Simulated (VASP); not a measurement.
Set up this calculation in VASP 6.6.1, as the native input.

| Item | Value |
| --- | --- |
| Task | single point |
| Functional | r2SCAN |
| Potentials or basis | VASP PAW PBE potentials, release 64 (Al, Ni) |
| Cutoff | 520 eV |
| k mesh | 12 × 12 × 12 |
| Occupations | gaussian, width 0.1 eV |
| Spin | collinear spin, ferromagnetic start |
| Starting moments | [0.0, 0.4, 0.4, 0.4] μB |
| Dipole correction | no |
| Further INCAR settings | ALGO = Normal; EDIFF = 1e-06; NBANDS = 28 |

Crystal: AlNi3.

```
CELL_PARAMETERS angstrom
3.45417 0.00000 0.00000
0.00000 3.45417 0.00000
0.00000 0.00000 3.45417
ATOMIC_POSITIONS crystal
Al 0.00000 0.00000 0.00000
Ni 0.00000 0.50000 0.50000
Ni 0.50000 0.00000 0.50000
Ni 0.50000 0.50000 0.00000
```

One way to write it, as run:

POSCAR

```
AlNi3
1.0
    3.4541652982      0.0000000000      0.0000000000
    0.0000000000      3.4541652982      0.0000000000
    0.0000000000      0.0000000000      3.4541652982
Al Ni
1 3
Direct
    0.0000000000      0.0000000000      0.0000000000
    0.0000000000      0.5000000000      0.5000000000
    0.5000000000      0.0000000000      0.5000000000
    0.5000000000      0.5000000000      0.0000000000
```

INCAR.step1

```
PREC = Accurate
ENCUT = 520
ISMEAR = 0
SIGMA = 0.1
LREAL = False
LASPH = True
NELM = 150
ISPIN = 2
MAGMOM = 0 0.4 0.4 0.4
LMAXMIX = 4
NBANDS = 28
GGA = PE
ALGO = Normal
EDIFF = 1E-4
LWAVE = True
LCHARG = False
```

INCAR.step2

```
PREC = Accurate
ENCUT = 520
EDIFF = 1E-6
ISMEAR = 0
SIGMA = 0.1
LREAL = False
LASPH = True
NELM = 150
ALGO = Normal
ISIF = 2
LWAVE = False
LCHARG = False
ISPIN = 2
MAGMOM = 0 0.4 0.4 0.4
LORBIT = 11
LMAXMIX = 4
METAGGA = R2SCAN
LMIXTAU = True
NBANDS = 28
ISTART = 1
```

KPOINTS

```
Automatic mesh
0
Gamma
  12 12 12
```

Potentials or basis: VASP PAW PBE potentials, release 64 (Al, Ni).

The run is started by

```bash
$ cat potpaw_PBE.64/Al/POTCAR potpaw_PBE.64/Ni/POTCAR > POTCAR
$ cp INCAR.step1 INCAR
$ mpirun -np 1 vasp_std > vasp.out
$ cp INCAR.step2 INCAR
$ mpirun -np 1 vasp_std > vasp.out
```

It gave:

The pressure is 14.4 GPa and the net moment is 0.85 μB per cell. The site moments are Al -0.01; Ni +0.31 μB and the valence electrons inside the program's atomic spheres are Al 0.87; Ni 9.61.

Caveat: the cell stands under pressure; the PAW data sets were made with another functional, which shifts forces and pressure a little.

It took 13 min on 1 thread of Intel(R) Xeon(R) Platinum 8259CL CPU @ 2.50GHz (Skylake/Cascade Lake), with other jobs on the host, peak memory 0.28 GiB.
